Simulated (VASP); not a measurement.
Set up this calculation in VASP 6.6.1, as the native input.

| Property | Result |
| --- | --- |
| Task | single point |
| Functional | PBEsol |
| Potentials or basis | VASP PAW PBE potentials, release 64 (Fe, Si) |
| Cutoff | 520 eV |
| k mesh | 18 × 18 × 18 |
| Occupations | gaussian, width 0.05 eV |
| Spin | no spin polarisation |
| Dipole correction | no |
| Further INCAR settings | ALGO = Normal; EDIFF = 1e-06; NBANDS = 13 |

The structure of FeSi (CsCl type) lies in POSCAR:

```
FeSi
1.0
    2.6744055954      0.0000000000      0.0000000000
    0.0000000000      2.6744055954      0.0000000000
    0.0000000000      0.0000000000      2.6744055954
Fe Si
1 1
Direct
    0.0000000000      0.0000000000      0.0000000000
    0.5000000000      0.5000000000      0.5000000000
```

The input as run:

INCAR

```
SYSTEM = FeSi
PREC     = Accurate       ! precision mode
ENCUT    = 520            ! plane-wave cutoff, eV
EDIFF    = 1E-6           ! SCF threshold, eV
ISMEAR   = 0              ! smearing method
SIGMA    = 0.05           ! smearing width, eV
LREAL    = .FALSE.        ! projectors in reciprocal space
LASPH    = .TRUE.         ! aspherical terms in the spheres
NELM     = 80             ! most SCF steps
ALGO     = Normal         ! electronic algorithm
ISIF     = 2              ! what is computed and relaxed
LWAVE    = .FALSE.        ! write WAVECAR
LCHARG   = .FALSE.        ! write CHGCAR
GGA      = PS             ! functional
NBANDS   = 13             ! bands
```

KPOINTS

```
regular mesh
0
G
  18 18 18
  0 0 0
```

Potentials or basis: VASP PAW PBE potentials, release 64 (Fe, Si).

The run is started by

```sh
$ cat potpaw_PBE.64/Fe/POTCAR potpaw_PBE.64/Si/POTCAR > POTCAR
$ mpirun -np 1 vasp_std > vasp.out
```

Results of the run:

| Item | Value |
| --- | --- |
| Pressure | 19.8 GPa |
| Band gap on the k mesh | zero (bands 6 and 7 overlap by 0.26 eV) |

Caveat: the cell stands under pressure; the PAW data sets were made with another functional, which shifts forces and pressure a little; the run has no spin polarisation, though such a crystal can be magnetic.

Wall time 27 s on 1 thread of Intel(R) Xeon(R) Platinum 8488C (Sapphire Rapids) (shared host), peak memory 0.17 GiB.
